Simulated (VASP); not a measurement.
# InSi2B3 (P-6m2) in VASP: a series of runs, part 2 of 2

VASP 6.6.1. The steps go on from the part before.

### 4 Relaxation of cell and atoms, PBE

This run uses another cell than the first one, of 15.29 Å³/atom.

File INCAR:

```
SYSTEM = InSi2B3
ALGO = Normal
EDIFF = 1E-6
EDIFFG = -0.04
ENCUT = 600
GGA = PE
IBRION = 2
ISIF = 3
ISMEAR = 0
LASPH = .True.
LCHARG = .False.
LREAL = .False.
LWAVE = .False.
NELM = 100
NSW = 90
PREC = Accurate
SIGMA = 0.1
```

File KPOINTS:

```
k-points
0
Gamma
  6 6 2
  0 0 0
```

File POSCAR:

```
InSi2B3
1.0
    3.7440171700      0.0000000000      0.0000000000
   -1.8720085800      3.2424139800      0.0000000000
    0.0000000000      0.0000000000      7.5569471300
In Si B
1 2 3
Direct
    0.0000000000      0.0000000000      0.0000000000
    0.6666666700      0.3333333300      0.2494100000
    0.6666666700      0.3333333300      0.7505900000
    0.0000000000      0.0000000000      0.5000000000
    0.3333333300      0.6666666700      0.0000000000
    0.3333333300      0.6666666700      0.5000000000
```

Potentials or basis: VASP PAW PBE potentials, release 64 (In_d, Si, B).

Started as:

```console
$ cat potpaw_PBE.64/In_d/POTCAR potpaw_PBE.64/Si/POTCAR potpaw_PBE.64/B/POTCAR > POTCAR
$ mpirun -np 1 vasp_std > vasp.out
```

OUTCAR:

```text
SYSTEM = InSi2B3
   EDIFF = 1E-6
   EDIFFG = -0.04
   ENCUT = 600
   GGA = PE
   IBRION = 2
   ISIF = 3
   ISMEAR = 0
   LASPH = .True.
   LREAL = .False.
   NELM = 100
   NSW = 90
   PREC = Accurate

 ion  position               nearest neighbor table
   1  0.000  0.000  0.000-   5 2.16   5 2.16   5 2.16   2 2.87   3 2.87   3 2.87   2 2.87   3 2.87
                             2 2.87
   2  0.667  0.333  0.249-   1 2.87   1 2.87   1 2.87
   3  0.667  0.333  0.751-   1 2.87   1 2.87   1 2.87
   4  0.000  0.000  0.500-   6 2.16   6 2.16   6 2.16
   5  0.333  0.667  0.000-   1 2.16   1 2.16   1 2.16
   6  0.333  0.667  0.500-   4 2.16   4 2.16   4 2.16

  LATTYP: Found a hexagonal cell.
 ALAT       =     3.7440171700
 C/A-ratio  =     2.0184061095

  Lattice vectors:

 A1 = (   3.7440171700,   0.0000000000,   0.0000000000)
 A2 = (  -1.8720085800,   3.2424139800,   0.0000000000)
 A3 = (   0.0000000000,   0.0000000000,   7.5569471300)

Analysis of symmetry for initial positions (statically):
=====================================================================
 Subroutine PRICEL returns:
 Original cell was already a primitive cell.

[... 155 lines left out ...]
 NGX is ok and might be reduce to    30
   NGX = 15   NGY = 15   NGZ = 31

--------------------------------------- Ionic step        1  -------------------------------------------

 number of electron      30.0000002 magnetization

 Free energy of the ion-electron system (eV)
  ---------------------------------------------------
  ext. energy  EPLUGINS =         0.00000000
  ---------------------------------------------------
  free energy    TOTEN  =       -24.60951874 eV

  energy without entropy =      -24.59291765  energy(sigma->0) =      -24.60121819

------------------------ aborting loop because EDIFF is reached ----------------------------------------

  FORCE on cell =-STRESS in cart. coord.  units (eV):
  Direction    XX          YY          ZZ          XY          YZ          ZX
  --------------------------------------------------------------------------------------
  -------------------------------------------------------------------------------------
  Total       -5.5601208     -5.5601208     -1.2030116     -0.0000000      0.0000000      0.0000000
  in kB      -97.1051210    -97.1051209    -21.0100800     -0.0000001      0.0000000      0.0000000
  external PRESSURE =     -71.7401073 kB  Pullay stress =       0.0000000 kB
[... 267 lines left out ...]
--------------------------------------- Ionic step        8  -------------------------------------------

 number of electron      29.9999995 magnetization

 Free energy of the ion-electron system (eV)
  ---------------------------------------------------
  ext. energy  EPLUGINS =         0.00000000
  ---------------------------------------------------
  free energy    TOTEN  =       -25.59666090 eV

  energy without entropy =      -25.58162762  energy(sigma->0) =      -25.58914426

 E-fermi :   7.0179     XC(G=0): -10.6892

 val. band max:        6.8925940642   @ k =   0.1667   0.1667   0.0000
 cond. band min:       7.0226199594   @ k =   0.1667   0.1667   0.5000
 fundamental gap:      0.1300258952
 Fermi energy:         7.0179143778

 k-point     1 :       0.0000    0.0000    0.0000
  band No.  band energies     occupation
      1      -7.4294      2.00000
      2      -7.3732      2.00000
      3      -7.3732      2.00000
      4      -6.9844      2.00000
      5      -6.9844      2.00000
      6      -6.5062      2.00000
[... 330 lines left out ...]
  FREE ENERGIE OF THE ION-ELECTRON SYSTEM (eV)
  ---------------------------------------------------
  free  energy   TOTEN  =       -25.5966609024 eV

  energy  without entropy=      -25.5816276235  energy(sigma->0) =      -25.58914426

 reached required accuracy - stopping structural energy minimisation
```

OSZICAR:

```text
N       E                     dE             d eps       ncg     rms          rms(c)
DAV:   1     0.190868715116E+03    0.19087E+03   -0.14335E+04   532   0.179E+03
DAV:   2    -0.539552622553E+01   -0.19626E+03   -0.19006E+03   544   0.376E+02
DAV:   3    -0.251927321787E+02   -0.19797E+02   -0.18588E+02   715   0.105E+02
[... 75 lines left out ...]
DAV:   3    -0.255966981516E+02    0.28247E-03   -0.11810E-03   726   0.474E-01    0.543E-02
DAV:   4    -0.255966704241E+02    0.27727E-04   -0.93814E-05   655   0.697E-02    0.399E-02
DAV:   5    -0.255966624309E+02    0.79932E-05   -0.30149E-05   660   0.334E-02    0.108E-02
DAV:   6    -0.255966611374E+02    0.12935E-05   -0.45345E-06   611   0.246E-02    0.500E-03
DAV:   7    -0.255966609024E+02    0.23500E-06   -0.95282E-07   302   0.983E-03
   8 F= -.25596661E+02 E0= -.25589144E+02  d E =-.476916E+00
```

Wall time 1.8 min (1 thread of AMD EPYC 9R45 (Zen 5), shared host); peak memory 0.21 GiB.

What came out:

```yaml
Free_energy: -25.5967 eV
Relaxed_volume: 14.15 Å³/atom
Relaxed_cell: a = 3.595 Å, b = 3.595 Å, c = 7.587 Å, α = 90.00°, β = 90.00°, γ = 120.00°
Space_group_after_relaxing_to_0.1_Å: P-6m2 (No. 187)
Energy_gained_by_relaxing: 164.5 meV/atom
Ionic_steps: 8
Pressure_after_relaxing: -0.1 GPa
Largest_force_after_relaxing: 0.035 eV/Å
Band_gap_on_the_k_mesh: zero (bands 15 and 16 overlap by 2.98 eV)
```

Forces in eV/Å, atoms in the order of the input:
```
In   0.000  0.000  0.000
Si   0.000  0.000  0.035
Si   0.000  0.000 -0.035
B    0.000  0.000  0.000
B    0.000  0.000  0.000
B    0.000  0.000  0.000
```

Stress tensor (GPa, compression positive):
```
-0.25  0.00  0.00
 0.00 -0.25  0.00
 0.00  0.00  0.16
```

Step by step:
| step | energy change (eV) | largest force (eV/Å) | pressure (GPa) | volume (Å³) |
| --- | --- | --- | --- | --- |
| 1 | 0.0000 | 1.6467 | -7.17 | 91.74 |
| 2 | -0.4938 | 1.3925 | 1.00 | 82.91 |
| 3 | -0.5102 | 1.3223 | 3.50 | 81.12 |
| 4 | -0.7053 | 0.7658 | 1.34 | 81.98 |
| 5 | -0.8637 | 0.6162 | -0.13 | 83.11 |
| 6 | -0.9760 | 0.2922 | 0.42 | 85.39 |
| 7 | -0.9830 | 0.1450 | -0.41 | 84.68 |
| 8 | -0.9871 | 0.0351 | -0.12 | 84.91 |

Final structure:
```
In Si B
1.0
     3.59484    0.00000    0.00000
    -1.79742    3.11322    0.00000
     0.00000    0.00000    7.58671
In Si B
1 2 3
Direct
  0.00000 0.00000 0.00000
  0.66667 0.33333 0.31663
  0.66667 0.33333 0.68337
  0.00000 0.00000 0.50000
  0.33333 0.66667 0.00000
  0.33333 0.66667 0.50000
```

Caveat: the k points lie up to 0.41 Å⁻¹ apart in the final cell, too coarse for converged energies and pressures of a metal; spin-orbit coupling is left out, which moves the levels of the heavy elements.

### 5 Single point, PBE

This run uses another cell than the first one, of 13.77 Å³/atom.

File INCAR:

```
SYSTEM = InSi2B3
  PREC = Accurate
  ENCUT = 520
  EDIFF = 1E-7
  ISMEAR = 0
  SIGMA = 0.1
  LREAL = .FALSE.
  LASPH = .TRUE.
  NELM = 100
  ALGO = Normal
  ISIF = 2
  LWAVE = .FALSE.
  LCHARG = .TRUE.
  GGA = PE
  LELF = .TRUE.
  LVHAR = .TRUE.
  NBANDS = 24
```

File KPOINTS:

```
regular mesh
0
G
  12 12 6
  0 0 0
```

File POSCAR:

```
InSi2B3
1.0
    3.6432687934      0.0000000000      0.0000000000
   -1.8216343967      3.1551633279      0.0000000000
    0.0000000000      0.0000000000      7.1853242211
In Si B
1 2 3
Direct
    0.0000000000      0.0000000000      0.0000000000
    0.6666666667      0.3333333333      0.3189675066
    0.6666666667      0.3333333333      0.6810324934
    0.0000000000      0.0000000000      0.5000000000
    0.3333333333      0.6666666667      0.0000000000
    0.3333333333      0.6666666667      0.5000000000
```

Started as:

```console
$ cat potpaw_PBE.64/In_d/POTCAR potpaw_PBE.64/Si/POTCAR potpaw_PBE.64/B/POTCAR > POTCAR
$ mpirun -np 1 vasp_std > vasp.out
```

Run time: 1.8 min. Hardware: 1 thread of AMD EPYC 9R45 (Zen 5), shared host; peak memory 0.26 GiB.

Results (log left out):

- Free energy: -25.6105 eV
- Pressure: -0.1 GPa
- Band gap on the k mesh: zero (bands 15 and 16 overlap by 2.68 eV)

Levels at points of the mesh, in eV from the Fermi level:
| k point | band 11 | band 12 | band 13 | band 14 | band 15 | band 16 | band 17 | band 18 | band 19 | band 20 |
| --- | --- | --- | --- | --- | --- | --- | --- | --- | --- | --- |
| (0.00, 0.00, 0.00) | -2.06 | -1.83 | -0.96 | -0.96 | 1.11 | 1.44 | 1.44 | 1.76 | 3.20 | 3.20 |
| (0.50, 0.00, 0.00) | -4.94 | -4.85 | -2.66 | -1.25 | 0.04 | 0.65 | 1.01 | 1.56 | 2.66 | 3.03 |
| (0.00, 0.00, 0.50) | -2.05 | -0.93 | -0.93 | 0.63 | 1.29 | 1.36 | 1.36 | 1.73 | 2.90 | 2.90 |
| (0.50, 0.00, 0.50) | -3.88 | -3.36 | -3.12 | -1.92 | -1.53 | -1.39 | 0.80 | 2.45 | 3.92 | 4.51 |

Caveat: spin-orbit coupling is left out, which moves the levels of the heavy elements.

### 6 Relaxation of cell and atoms, PBE

File INCAR:

```
SYSTEM = InSi2B3
PREC     = Accurate       ! precision mode
ENCUT    = 600            ! plane-wave cutoff, eV
EDIFF    = 1E-6           ! SCF threshold, eV
ISMEAR   = 0              ! smearing method
SIGMA    = 0.1            ! smearing width, eV
LREAL    = .FALSE.        ! projectors in reciprocal space
LASPH    = .TRUE.         ! aspherical terms in the spheres
NELM     = 100            ! most SCF steps
ALGO     = Normal         ! electronic algorithm
ISIF     = 3              ! what is computed and relaxed
LWAVE    = .FALSE.        ! write WAVECAR
LCHARG   = .FALSE.        ! write CHGCAR
GGA      = PE             ! functional
IBRION   = 2              ! ionic algorithm
NSW      = 100            ! ionic steps
EDIFFG   = -0.01          ! ionic threshold
```

File KPOINTS:

```
Automatic mesh
0
G
  12 12 6
  0 0 0
```

File POSCAR:

```
InSi2B3
1.0
    3.5870279513      0.0000000000      0.0000000000
   -1.7935139757      3.1064573299      0.0000000000
    0.0000000000      0.0000000000      7.6587957125
In Si B
1 2 3
Direct
    0.0000000000      0.0000000000      0.0000000000
    0.6666666667      0.3333333333      0.3174400372
    0.6666666667      0.3333333333      0.6825599628
    0.0000000000      0.0000000000      0.5000000000
    0.3333333333      0.6666666667      0.0000000000
    0.3333333333      0.6666666667      0.5000000000
```

Potentials or basis: VASP PAW PBE potentials, release 64 (In_d, Si, B).

Started as:

```console
$ cat potpaw_PBE.64/In_d/POTCAR potpaw_PBE.64/Si/POTCAR potpaw_PBE.64/B/POTCAR > POTCAR
$ mpirun -np 1 vasp_std > vasp.out
```

Wall time 14 min (1 thread of AMD EPYC 9R45 (Zen 5), shared host); peak memory 0.33 GiB.

Results (log left out):

* Free energy: -25.6128 eV
* Relaxed volume: 13.74 Å³/atom
* Relaxed cell: a = 3.643 Å, b = 3.643 Å, c = 7.175 Å, α = 90.00°, β = 90.00°, γ = 120.00°
* Space group after relaxing (to 0.1 Å): P-6m2 (No. 187)
* Energy gained by relaxing: 7.2 meV/atom
* Ionic steps: 17
* Pressure after relaxing: 0.0 GPa
* Largest force after relaxing: 0.004 eV/Å
* Band gap on the k mesh: zero (bands 15 and 16 overlap by 2.70 eV)

Forces on the atoms (eV/Å):
```
In   0.000  0.000  0.000
Si   0.000  0.000  0.004
Si   0.000  0.000 -0.004
B    0.000  0.000  0.000
B    0.000  0.000  0.000
B    0.000  0.000  0.000
```

The path:
| step | energy change (eV) | largest force (eV/Å) | pressure (GPa) | volume (Å³) |
| --- | --- | --- | --- | --- |
| 1 | 0.0000 | 0.1824 | 0.26 | 85.34 |
| 2 | -0.0140 | 0.1235 | -0.48 | 85.62 |
| 3 | -0.0199 | 0.0900 | -1.26 | 85.92 |
| 4 | -0.0314 | 0.0325 | -0.27 | 84.54 |
| 5 | -0.0342 | 0.0802 | 0.91 | 83.19 |
| 6 | -0.0346 | 0.0399 | 0.55 | 83.59 |
| 7 | -0.0388 | 0.1020 | 0.42 | 83.16 |
| 8 | -0.0388 | 0.1286 | 0.34 | 82.81 |
| 9 | -0.0392 | 0.1158 | 0.37 | 82.99 |
| 10 | -0.0405 | 0.0515 | -0.43 | 83.54 |
| 11 | -0.0406 | 0.0628 | -0.29 | 83.44 |
| 12 | -0.0416 | 0.0462 | -0.21 | 83.24 |
| 13 | -0.0428 | 0.0082 | 0.01 | 82.70 |
| 14 | -0.0428 | 0.0034 | -0.01 | 82.74 |
| 15 | -0.0429 | 0.0060 | -0.06 | 82.69 |
| 16 | -0.0430 | 0.0104 | -0.13 | 82.61 |
| 17 | -0.0430 | 0.0040 | 0.00 | 82.45 |

Final structure:
```cif
data_structure
_symmetry_space_group_name_H-M 'P 1'
_symmetry_Int_Tables_number 1
_cell_length_a 3.6426
_cell_length_b 3.6426
_cell_length_c 7.1753
_cell_angle_alpha 90.000
_cell_angle_beta 90.000
_cell_angle_gamma 120.000
_cell_volume 82.45
loop_
_atom_site_label
_atom_site_type_symbol
_atom_site_fract_x
_atom_site_fract_y
_atom_site_fract_z
_atom_site_occupancy
In1 In 0.00000 0.00000 0.00000 1
Si1 Si 0.66667 0.33333 0.31872 1
Si2 Si 0.66667 0.33333 0.68128 1
B1 B 0.00000 0.00000 0.50000 1
B2 B 0.33333 0.66667 0.00000 1
B3 B 0.33333 0.66667 0.50000 1
```

Levels at points of the mesh, in eV from the Fermi level:
```csv
k point,band 13,band 14,band 15,band 16,band 17,band 18
"(0.00, 0.00, 0.00)",-0.96,-0.96,1.12,1.44,1.44,1.77
"(0.50, 0.00, 0.00)",-2.66,-1.26,0.05,0.65,1.01,1.56
"(0.00, 0.00, 0.50)",-0.94,0.63,1.29,1.36,1.36,1.74
"(0.50, 0.00, 0.50)",-3.12,-1.92,-1.54,-1.40,0.79,2.45
```

Caveat: spin-orbit coupling is left out, which moves the levels of the heavy elements.

### 7 Summary

```csv
task,cell,k mesh,cutoff (eV),gap on the mesh (eV),pressure (GPa),relaxed volume (Å³/atom),largest force (eV/Å)
single point,"a = 3.587, b = 3.587, c = 7.659 Å, angles 90.0, 90.0, 120.0°, 6 atoms, atomic positions A",6 × 6 × 2,520,none,-0.1,-,-
single point,"a = 3.744, b = 3.744, c = 7.557 Å, angles 90.0, 90.0, 120.0°, 6 atoms, atomic positions B",6 × 6 × 2,520,none,-7.2,-,1.65
relaxation of cell and atoms,"relaxed from a = 3.744, b = 3.744, c = 7.557 Å, angles 90.0, 90.0, 120.0°, 6 atoms, atomic positions B",6 × 6 × 2,600,none,-0.1,14.15,0.04
single point,"a = 3.643, b = 3.643, c = 7.185 Å, angles 90.0, 90.0, 120.0°, 6 atoms, atomic positions A",12 × 12 × 6,520,none,-0.1,-,-
relaxation of cell and atoms,"relaxed from a = 3.587, b = 3.587, c = 7.659 Å, angles 90.0, 90.0, 120.0°, 6 atoms, atomic positions A",12 × 12 × 6,600,none,0.0,13.74,-
```

Alike in all rows: level PBE; potentials or basis VASP PAW PBE potentials, release 64 (In_d, Si, B); no spin polarisation; smearing gaussian 0.1 eV.

Caveats: some runs use coarse meshes; spin-orbit coupling is left out, which moves the levels of the heavy elements; forces of over 1 eV/Å act on the atoms, so gaps and moduli don't describe the material at rest (at least some runs).

Total energies depend on the potentials used, so only differences within one code and one set of settings carry meaning.
